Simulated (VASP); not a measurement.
## SnGeTe2: single point with r2SCAN

The system is SnGeTe2.

```
Ge Sn Te
1.0
     2.15893    1.24646    7.07572
    -2.15893    1.24646    7.07572
     0.00000   -2.49292    7.07572
Ge Sn Te
1 1 2
Direct
  0.00000 0.00000 0.00000
  0.50000 0.50000 0.50000
  0.25579 0.25579 0.25579
  0.74421 0.74421 0.74421
```

- Program: VASP 6.6.1
- Task: single point
- Functional: r2SCAN
- Potentials or basis: VASP PAW PBE potentials, release 64 (Ge_d, Sn_d, Te)
- Cutoff: 520 eV
- k mesh: 6 × 6 × 6
- Occupations: gaussian, width 0.01 eV
- Spin: no spin polarisation

```json
{
  "Pressure": "1.6 GPa",
  "Largest force": "0.016 eV/Å",
  "Band gap on the k mesh": "0.12 eV (least direct gap 0.17 eV)"
}
```

Forces in eV/Å, atoms in the order of the input:
```
Ge   0.000  0.000  0.000
Sn   0.000  0.000  0.000
Te   0.000  0.000  0.016
Te   0.000  0.000 -0.016
```

Levels at points of the mesh, in eV from the valence-band top:
| k point | band 18 | band 19 | band 20 | band 21 | band 22 | band 23 |
| --- | --- | --- | --- | --- | --- | --- |
| (0.00, 0.00, 0.00) | -1.95 | -1.95 | 0.00 | 0.18 | 0.18 | 0.30 |
| (0.50, 0.00, 0.00) | -3.18 | -2.98 | -2.59 | 2.70 | 2.81 | 3.06 |
| (0.50, 0.50, 0.00) | -1.94 | -1.93 | -0.05 | 0.12 | 0.17 | 0.29 |
| (0.50, 0.50, 0.50) | -2.19 | -1.51 | -0.48 | 1.32 | 1.32 | 1.72 |

Run time: 8.1 min on 1 thread of Intel(R) Xeon(R) 6975P-C (Granite Rapids) (shared host), peak memory 0.51 GiB.

Caveat: the PAW data sets were made with another functional, which shifts forces and pressure a little; spin-orbit coupling is left out, which moves the levels of the heavy elements. A k mesh can miss the band edges.
